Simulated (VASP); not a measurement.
# Pt (Fm-3m) in VASP: notebook

Runs on Pt. Level: r2SCAN. Tasks: single point.

Program: VASP 6.6.1. These are calculated values, not measurements. Logs are shortened: lines on timing, memory, paths and dates and some standing lists are left out, and cuts for length are marked.

## Step 1: The cell of the first run

Symmetry: Fm-3m, No. 225, cubic system. The conventional cell has a = 3.941 Å, b = 3.941 Å, c = 3.941 Å, α = 90.00°, β = 90.00°, γ = 90.00°. Within 3.7 Å of Pt (site symmetry m-3m) lie 12 Pt at 2.79 Å.

## Step 2: Single point, r2SCAN

Contents of POSCAR:

```
Pt
1.0
    0.0000000000      1.9705765473      1.9705765473
    1.9705765473      0.0000000000      1.9705765473
    1.9705765473      1.9705765473      0.0000000000
Pt
1
Direct
    0.0000000000      0.0000000000      0.0000000000
```

Contents of INCAR.step1:

```
PREC = Accurate
ENCUT = 520
ISMEAR = -1
SIGMA = 0.3
LREAL = False
LASPH = True
NELM = 60
NBANDS = 11
GGA = PE
ALGO = Normal
EDIFF = 1E-4
LWAVE = True
LCHARG = False
```

Contents of INCAR.step2:

```
PREC = Accurate
ENCUT = 520
EDIFF = 1E-7
ISMEAR = -1
SIGMA = 0.3
LREAL = False
LASPH = True
NELM = 60
ALGO = Normal
ISIF = 2
LWAVE = False
LCHARG = True
METAGGA = R2SCAN
LMIXTAU = True
LELF = True
LVHAR = True
NBANDS = 11
ISTART = 1
```

Contents of KPOINTS:

```
Automatic mesh
0
Gamma
  14 14 14
```

Potentials or basis: VASP PAW PBE potentials, release 64 (Pt).

Run with:

```console
$ cat potpaw_PBE.64/Pt/POTCAR > POTCAR
$ cp INCAR.step1 INCAR
$ mpirun -np 1 vasp_std > vasp.out
$ cp INCAR.step2 INCAR
$ mpirun -np 1 vasp_std > vasp.out
```

OUTCAR:

```text
PREC = Accurate
   ENCUT = 520
   EDIFF = 1E-7
   ISMEAR = -1
   LREAL = False
   LASPH = True
   NELM = 60
   ISIF = 2
   METAGGA = R2SCAN
   ISTART = 1

 ion  position               nearest neighbor table
   1  0.000  0.000  0.000-

  LATTYP: Found a face centered cubic cell.
 ALAT       =     3.9411530946

  Lattice vectors:

 A1 = (   0.0000000000,   1.9705765473,   1.9705765473)
 A2 = (   1.9705765473,   0.0000000000,   1.9705765473)
 A3 = (   1.9705765473,   1.9705765473,   0.0000000000)

Analysis of symmetry for initial positions (statically):
=====================================================================
 Subroutine PRICEL returns:
 Original cell was already a primitive cell.

 Routine SETGRP: Setting up the symmetry group for a
 face centered cubic supercell.

 Subroutine GETGRP returns: Found 48 space group operations
 (whereof 48 operations were pure point group operations)
 out of a pool of 48 trial point group operations.

The static configuration has the point symmetry O_h .

Analysis of symmetry for dynamics (positions and initial velocities):
=====================================================================
 Subroutine PRICEL returns:
 Original cell was already a primitive cell.

 Routine SETGRP: Setting up the symmetry group for a
 face centered cubic supercell.

 Subroutine GETGRP returns: Found 48 space group operations
 (whereof 48 operations were pure point group operations)
 out of a pool of 48 trial point group operations.

The dynamic configuration has the point symmetry O_h .

 Subroutine INISYM returns: Found 48 space group operations
 (whereof 48 operations are pure point group operations),
 and found     1 'primitive' translations

----------------------------------------------------------------------------------------

                                     Primitive cell

  volume of cell :      15.3042

  direct lattice vectors                    reciprocal lattice vectors
     0.000000000  1.970576547  1.970576547    -0.253732848  0.253732848  0.253732848
     1.970576547  0.000000000  1.970576547     0.253732848 -0.253732848  0.253732848
     1.970576547  1.970576547  0.000000000     0.253732848  0.253732848 -0.253732848

  length of vectors
     2.786816079  2.786816079  2.786816079     0.439478185  0.439478185  0.439478185

  position of ions in fractional coordinates (direct lattice)
     0.000000000  0.000000000  0.000000000

  ion indices of the primitive-cell ions
   primitive index   ion index
                 1           1

----------------------------------------------------------------------------------------

 KPOINTS: Automatic mesh

Automatic generation of k-mesh.
 Grid dimensions read from file:
 generate k-points for:   14   14   14

 Generating k-lattice:

  Cartesian coordinates                     Fractional coordinates (reciprocal lattice)
    -0.018123775  0.018123775  0.018123775     0.071428571  0.000000000  0.000000000
     0.018123775 -0.018123775  0.018123775     0.000000000  0.071428571  0.000000000
     0.018123775  0.018123775 -0.018123775     0.000000000  0.000000000  0.071428571

  Length of vectors
     0.031391299  0.031391299  0.031391299

  Shift w.r.t. Gamma in fractional coordinates (k-lattice)
     0.000000000  0.000000000  0.000000000

 Subroutine IBZKPT returns following result:
 ===========================================

 Found    104 irreducible k-points:

 Following reciprocal coordinates:
            Coordinates               Weight
  0.000000  0.000000  0.000000      1.000000
  0.071429  0.000000  0.000000      8.000000
  0.142857  0.000000  0.000000      8.000000
  0.214286  0.000000  0.000000      8.000000
  0.285714  0.000000  0.000000      8.000000
  0.357143  0.000000  0.000000      8.000000
[... 16 lines left out ...]
  0.214286  0.142857  0.000000     24.000000
  0.285714  0.142857  0.000000     24.000000
 [... further k-points ...]
   k-points           NKPTS =    104   k-points in BZ     NKDIM =    104   number of bands    NBANDS=     11
   number of dos      NEDOS =    301   number of ions     NIONS =      1
   total plane-waves  NPLWV =  13824
   dimension x,y,z NGX =    24 NGY =   24 NGZ =   24
   dimension x,y,z NGXF=    48 NGYF=   48 NGZF=   48
   ions per type =               1
   NGX,Y,Z   is equivalent  to a cutoff of  14.32, 14.32, 14.32 a.u.
   NGXF,Y,Z  is equivalent  to a cutoff of  28.63, 28.63, 28.63 a.u.
 SYSTEM =  unknown system
   PREC   = accura    normal or accurate (medium, high low for compatibility)
   ISTART =      1    job   : 0-new  1-cont  2-samecut
   ICHARG =      0    charge: 1-file 2-atom 10-const
   ISPIN  =      1    spin polarized calculation?
   LNONCOLLINEAR =      F non collinear calculations
   LSORBIT =      F    spin-orbit coupling
   LASPH  =      T    aspherical Exc in radial PAW
   ENCUT  =  520.0 eV  38.22 Ry    6.18 a.u.   5.18  5.18  5.18*2*pi/ulx,y,z
   NELM   =     60;   NELMIN=  2; NELMDL=  0     # of ELM steps
   EDIFF  = 0.1E-06   stopping-criterion for ELM
   LREAL  =      F    real-space projection
   EDIFFG = 0.1E-05   stopping-criterion for IOM
   NSW    =      0    number of steps for IOM
   IBRION =     -1    ionic relax: 0-MD 1-quasi-New 2-CG
   NFREE  =      0    steps in history (QN), initial steepest desc. (CG)
   ISIF   =      2    stress and relaxation
   ISYM   =      2    0-nonsym 1-usesym 2-fastsym
   POTIM  = 0.5000    time-step for ionic-motion
   TEBEG  =    0.0;   TEEND  =   0.0 temperature during run
   PSTRESS=    0.0 pullay stress
   NELECT =      10.0000    total number of electrons
   NUPDOWN=      -1.0000    fix difference up-down
   EMIN   =  10.00;   EMAX   =-10.00  energy-range for DOS
   EFERMI =   0.00;   METHOD = LEGACY
   ISMEAR =    -1;   SIGMA  =   0.30  broadening in eV -4-tet -1-fermi 0-gaus
   EFERMI_NEDOS =   21; number of points for ismear=-14 and -15
   IALGO  =     38    algorithm
   IMIX   =      4    mixing-type and parameters
     AMIX     =   0.40;   BMIX     =  1.00
     AMIX_MAG =   1.60;   BMIX_MAG =  1.00
  volume/ion in A,a.u.               =      15.30       103.28
  Fermi-wavevector in a.u.,A,eV,Ry     =   1.420599  2.684543 27.457940  2.018102
  Thomas-Fermi vector in A             =   2.541497
   LORBIT       =      0    0 simple, 1 ext, 2 COOP (PROOUT), +10 PAW based schemes
   METAGGA = R2SCAN    functional components
   LHFCALC =     F    Hartree Fock is set to
   AEXX    =    0.0000 exact exchange contribution
   IVDW    =     0    specifies the selected vdW correction
   LEPSILON=     F    determine dielectric tensor
   LRPA    =     F    only Hartree local field effects (RPA)
 non-spin polarized calculation
  energy-cutoff  :      520.00
  volume of cell :       15.30
 maximum number of plane-waves:       428
 NGX is ok and might be reduce to    24
   NGX = 11   NGY = 11   NGZ = 11

 number of electron      10.0000001 magnetization

 Free energy of the ion-electron system (eV)
  ---------------------------------------------------
  ext. energy  EPLUGINS =         0.00000000
  ---------------------------------------------------
  free energy    TOTEN  =       -51.69888384 eV

  energy without entropy =      -51.37342587  energy(sigma->0) =      -51.53615486

 E-fermi :  10.8273     XC(G=0): -14.5326

 val. band max:       10.8101031148   @ k =   0.5000   0.1429   0.0000
 cond. band min:      10.8507304050   @ k =  -0.4286   0.3571   0.0714
 fundamental gap:      0.0406272902
 Fermi energy:        10.8273042252

 k-point     1 :       0.0000    0.0000    0.0000
  band No.  band energies     occupation
      1       0.4094      2.00000
      2       6.9153      2.00000
      3       6.9153      2.00000
      4       6.9153      2.00000
      5       9.0315      1.99498
      6       9.0315      1.99498
      7      26.2598      0.00000
      8      31.3392      0.00000
      9      31.3392      0.00000
     10      31.3392      0.00000
     11      37.1477      0.00000

 k-point     2 :       0.0714    0.0000    0.0000
  band No.  band energies     occupation
      1       0.6199      2.00000
      2       6.8244      2.00000
      3       6.9976      1.99999
      4       6.9976      1.99999
      5       8.9878      1.99566
      6       8.9878      1.99566
      7      26.5773      0.00000
      8      30.3019      0.00000
      9      31.6542      0.00000
     10      31.6542      0.00000
     11      38.2192      0.00000

 k-point     3 :       0.1429    0.0000    0.0000
  band No.  band energies     occupation
      1       1.2175      2.00000
      2       6.6187      2.00000
      3       7.1870      1.99999
      4       7.1870      1.99999
      5       8.9265      1.99646
      6       8.9265      1.99646
      7      27.3570      0.00000
      8      28.2997      0.00000
      9      32.5468      0.00000
     10      32.5468      0.00000
     11      37.5214      0.00000

 k-point     4 :       0.2143    0.0000    0.0000
  band No.  band energies     occupation
      1       2.0701      2.00000
      2       6.5024      2.00000
      3       7.3018      1.99998
      4       7.3018      1.99998
      5       9.0519      1.99463
      6       9.0519      1.99463
      7      25.9725      0.00000
      8      28.0361      0.00000
      9      33.8053      0.00000
     10      33.8053      0.00000
     11      35.5804      0.00000
[... 239 lines left out ...]
 k-point    22 :       0.1429    0.1429    0.0000
  band No.  band energies     occupation
      1       1.4961      2.00000
      2       6.2538      2.00000
      3       7.4867      1.99997
      4       7.4867      1.99997
      5       8.3214      1.99953
      6       9.3139      1.98720
      7      27.8885      0.00000
      8      29.7226      0.00000
      9      31.0914      0.00000
     10      31.0914      0.00000
     11      39.1292      0.00000

 k-point    23 :       0.2143    0.1429    0.0000
  band No.  band energies     occupation
      1       2.1634      2.00000
      2       5.9759      2.00000
      3       7.5912      1.99996
      4       7.7500      1.99993
      5       8.2947      1.99957
      6       9.4826      1.97764
      7      28.1165      0.00000
      8      28.7593      0.00000
      9      30.7916      0.00000
     10      31.6010      0.00000
     11      36.4418      0.00000

 k-point    24 :       0.2857    0.1429    0.0000
  band No.  band energies     occupation
      1       3.0080      2.00000
      2       5.8396      2.00000
      3       7.2421      1.99999
      4       7.8446      1.99990
      5       8.9874      1.99567
      6       9.8271      1.93116
      7      25.6587      0.00000
      8      28.9481      0.00000
      9      30.3997      0.00000
     10      31.9371      0.00000
     11      35.9393      0.00000

 [... further k-points ...]
[... 5 lines left out ...]
  --------------------------------------------------------------------------------------
  -------------------------------------------------------------------------------------
  Total        0.2468582      0.2468582      0.2468582      0.0000000      0.0000000      0.0000000
  in kB       25.8433129     25.8433129     25.8433129      0.0000000      0.0000000      0.0000000
  external PRESSURE =      25.8433129 kB  Pullay stress =       0.0000000 kB

 VOLUME and BASIS-vectors are now :
 -----------------------------------------------------------------------------
  energy-cutoff  :      520.00
  volume of cell :       15.30
      direct lattice vectors                 reciprocal lattice vectors
     0.000000000  1.970576547  1.970576547    -0.253732848  0.253732848  0.253732848
     1.970576547  0.000000000  1.970576547     0.253732848 -0.253732848  0.253732848
     1.970576547  1.970576547  0.000000000     0.253732848  0.253732848 -0.253732848

 POSITION                                       TOTAL-FORCE (eV/Angst)
 -----------------------------------------------------------------------------------
      0.00000      0.00000      0.00000         0.000000     -0.000000      0.000000
 -----------------------------------------------------------------------------------
    total drift:                               -0.000000      0.000000     -0.000000

  FREE ENERGIE OF THE ION-ELECTRON SYSTEM (eV)
  ---------------------------------------------------
  free  energy   TOTEN  =       -51.6988838423 eV

  energy  without entropy=      -51.3734258710  energy(sigma->0) =      -51.53615486
```

Run time: 48 s. Hardware: 1 thread of AMD EPYC 7R13, shared host; peak memory 0.16 GiB.

What came out:

| Property | Result |
| --- | --- |
| Free energy | -51.6989 eV |
| Pressure | 2.6 GPa |
| Band gap on the k mesh | zero (band 5 reaches 11.25 eV, above the bottom of band 6 at 8.93 eV) |

Caveat: the PAW data sets were made with another functional, which shifts forces and pressure a little; spin-orbit coupling is left out, which moves the levels of the heavy elements.

## Step 3: Single point, r2SCAN

Contents of POSCAR:

```
Pt
1.0
    0.0000000000      1.9705765472      1.9705765472
    1.9705765472      0.0000000000      1.9705765472
    1.9705765472      1.9705765472      0.0000000000
Pt
1
Direct
    0.0000000000      0.0000000000      0.0000000000
```

INCAR.step1: that of step 2 with these lines changed.

```diff
@@ -3,6 +3,6 @@
 ISMEAR = -1
-SIGMA = 0.3
+SIGMA = 0.1
 LREAL = False
 LASPH = True
-NELM = 60
+NELM = 80
 NBANDS = 11
```

Contents of INCAR.step2:

```
PREC = Accurate
ENCUT = 520
EDIFF = 1E-7
ISMEAR = -1
SIGMA = 0.1
LREAL = False
LASPH = True
NELM = 80
ALGO = Normal
ISIF = 2
LWAVE = False
LCHARG = False
METAGGA = R2SCAN
LMIXTAU = True
NBANDS = 11
ISTART = 1
```

KPOINTS is that of step 2.

Potentials or basis: VASP PAW PBE potentials, release 64 (Pt).

Run with:

```console
$ cat potpaw_PBE.64/Pt/POTCAR > POTCAR
$ cp INCAR.step1 INCAR
$ mpirun -np 1 vasp_std > vasp.out
$ cp INCAR.step2 INCAR
$ mpirun -np 1 vasp_std > vasp.out
```

Wall time 37 s (1 thread of Intel Xeon Platinum 8488C (Sapphire Rapids), shared host); peak memory 0.15 GiB.

It converged, with:

| Quantity | Value |
| --- | --- |
| Free energy | -51.5350 eV |
| Pressure | 0.7 GPa |
| Band gap on the k mesh | zero (band 5 reaches 11.25 eV, above the bottom of band 6 at 8.92 eV) |

Levels at points of the mesh, in eV from the Fermi level:
| k point | band 1 | band 2 | band 3 | band 4 | band 5 | band 6 | band 7 | band 8 | band 9 | band 10 |
| --- | --- | --- | --- | --- | --- | --- | --- | --- | --- | --- |
| (0.00, 0.00, 0.00) | -10.32 | -3.82 | -3.82 | -3.82 | -1.71 | -1.71 | 15.53 | 20.61 | 20.61 | 20.61 |
| (0.50, 0.00, 0.00) | -7.41 | -3.92 | -3.92 | -0.24 | 0.03 | 0.03 | 6.05 | 15.17 | 19.86 | 19.86 |
| (0.50, 0.50, 0.00) | -7.13 | -6.70 | -0.06 | 0.51 | 0.51 | 1.98 | 9.18 | 11.98 | 11.98 | 21.11 |

Caveat: the PAW data sets were made with another functional, which shifts forces and pressure a little; spin-orbit coupling is left out, which moves the levels of the heavy elements.

## Step 4: Single point, r2SCAN (volume scaled by 0.88)

Contents of POSCAR:

```
Pt
1.0
    0.0000000000      1.8883719196      1.8883719196
    1.8883719196      0.0000000000      1.8883719196
    1.8883719196      1.8883719196      0.0000000000
Pt
1
Direct
    0.0000000000      0.0000000000      0.0000000000
```

Contents of INCAR.step1:

```
ALGO = Normal
EDIFF = 1E-4
ENCUT = 520
GGA = PE
ISMEAR = -1
LASPH = T
LCHARG = F
LREAL = F
LWAVE = T
NBANDS = 11
NELM = 60
PREC = Accurate
SIGMA = 0.1
```

Contents of INCAR.step2:

```
ALGO = Normal
EDIFF = 1E-7
ENCUT = 520
ISIF = 2
ISMEAR = -1
ISTART = 1
LASPH = T
LCHARG = F
LMIXTAU = T
LREAL = F
LWAVE = F
METAGGA = R2SCAN
NBANDS = 11
NELM = 60
PREC = Accurate
SIGMA = 0.1
```

Contents of KPOINTS:

```
k-points
0
Gamma
  22 22 22
```

Run with:

```console
$ cat potpaw_PBE.64/Pt/POTCAR > POTCAR
$ cp INCAR.step1 INCAR
$ mpirun -np 1 vasp_std > vasp.out
$ cp INCAR.step2 INCAR
$ mpirun -np 1 vasp_std > vasp.out
```

Run time: 1.9 min. Hardware: 1 thread of Intel Xeon Platinum 8488C (Sapphire Rapids), shared host; peak memory 0.17 GiB.

It converged, with:

```yaml
Free_energy: -51.2708 eV
Pressure: 50.6 GPa
Band_gap_on_the_k_mesh: zero (band 5 reaches 14.01 eV, above the bottom of band 6 at 11.12 eV)
```

Levels at points of the mesh, in eV from the Fermi level:
```
           k point  band 3  band 4  band 5  band 6  band 7  band 8
(0.00, 0.00, 0.00)   -4.71   -4.71   -2.09   -2.09   15.05   20.91
(0.50, 0.00, 0.00)   -4.84   -0.80    0.05    0.05    7.14   14.73
(0.50, 0.50, 0.00)   -0.04    0.65    0.65    1.74   10.72   12.40
```

Caveat: the PAW data sets were made with another functional, which shifts forces and pressure a little; spin-orbit coupling is left out, which moves the levels of the heavy elements.

## Step 5: Single point, r2SCAN (volume scaled by 0.92)

Contents of POSCAR:

```
Pt
1.0
    0.0000000000      1.9165607310      1.9165607310
    1.9165607310      0.0000000000      1.9165607310
    1.9165607310      1.9165607310      0.0000000000
Pt
1
Direct
    0.0000000000      0.0000000000      0.0000000000
```

Contents of INCAR.step1:

```
SYSTEM = Pt
PREC     = Accurate       ! precision mode
ENCUT    = 520            ! plane-wave cutoff, eV
ISMEAR   = -1             ! smearing method
SIGMA    = 0.1            ! smearing width, eV
LREAL    = .False.        ! projectors in reciprocal space
LASPH    = .True.         ! aspherical terms in the spheres
NELM     = 80             ! most SCF steps
NBANDS   = 11             ! bands
GGA      = PE             ! functional
ALGO     = Normal         ! electronic algorithm
EDIFF    = 1E-4           ! SCF threshold, eV
LWAVE    = .True.         ! write WAVECAR
LCHARG   = .False.        ! write CHGCAR
```

Contents of INCAR.step2:

```
SYSTEM = Pt
PREC     = Accurate       ! precision mode
ENCUT    = 520            ! plane-wave cutoff, eV
EDIFF    = 1E-6           ! SCF threshold, eV
ISMEAR   = -1             ! smearing method
SIGMA    = 0.1            ! smearing width, eV
LREAL    = .False.        ! projectors in reciprocal space
LASPH    = .True.         ! aspherical terms in the spheres
NELM     = 80             ! most SCF steps
ALGO     = Normal         ! electronic algorithm
ISIF     = 2              ! what is computed and relaxed
LWAVE    = .False.        ! write WAVECAR
LCHARG   = .False.        ! write CHGCAR
METAGGA  = R2SCAN         ! meta-GGA
LMIXTAU  = .True.       
NBANDS   = 11             ! bands
ISTART   = 1
```

Contents of KPOINTS:

```
regular mesh
0
Gamma
  22 22 22
  0 0 0
```

Run with:

```console
$ cat potpaw_PBE.64/Pt/POTCAR > POTCAR
$ cp INCAR.step1 INCAR
$ mpirun -np 1 vasp_std > vasp.out
$ cp INCAR.step2 INCAR
$ mpirun -np 1 vasp_std > vasp.out
```

It took 95 s on 1 thread of Intel Xeon Platinum 8488C (Sapphire Rapids), shared host; peak memory 0.17 GiB.

The run converged. Its results:

| Quantity | Value |
| --- | --- |
| Free energy | -51.4226 eV |
| Pressure | 29.6 GPa |
| Band gap on the k mesh | zero (band 5 reaches 13.00 eV, above the bottom of band 6 at 10.32 eV) |

Levels at points of the mesh, in eV from the Fermi level:
```tsv
k point	band 2	band 3	band 4	band 5	band 6	band 7	band 8	band 9
(0.00, 0.00, 0.00)	-4.38	-4.38	-4.38	-1.95	-1.95	15.24	20.83	20.83
(0.50, 0.00, 0.00)	-4.50	-4.50	-0.60	0.04	0.04	6.74	14.91	20.45
(0.50, 0.50, 0.00)	-7.66	-0.05	0.60	0.60	1.81	10.16	12.25	12.25
```

Caveat: the PAW data sets were made with another functional, which shifts forces and pressure a little; spin-orbit coupling is left out, which moves the levels of the heavy elements.

## Step 6: The runs side by side

```tsv
cell	k mesh	smearing	gap on the mesh (eV)	pressure (GPa)
a = 2.787 Å, angles 60.0°, 1 atom	14 × 14 × 14	fermi-dirac 0.3 eV	none	2.6
a = 2.787 Å, angles 60.0°, 1 atom	14 × 14 × 14	fermi-dirac 0.1 eV	none	0.7
a = 2.671 Å, angles 60.0°, 1 atom	22 × 22 × 22	fermi-dirac 0.1 eV	none	50.6
a = 2.710 Å, angles 60.0°, 1 atom	22 × 22 × 22	fermi-dirac 0.1 eV	none	29.6
```

Alike in all rows: task single point; level r2SCAN; potentials or basis VASP PAW PBE potentials, release 64 (Pt); no spin polarisation; cutoff (eV) 520.

Caveats: the PAW data sets were made with another functional, which shifts forces and pressure a little; spin-orbit coupling is left out, which moves the levels of the heavy elements.

Total energies depend on the potentials used, so only differences within one code and one set of settings carry meaning.
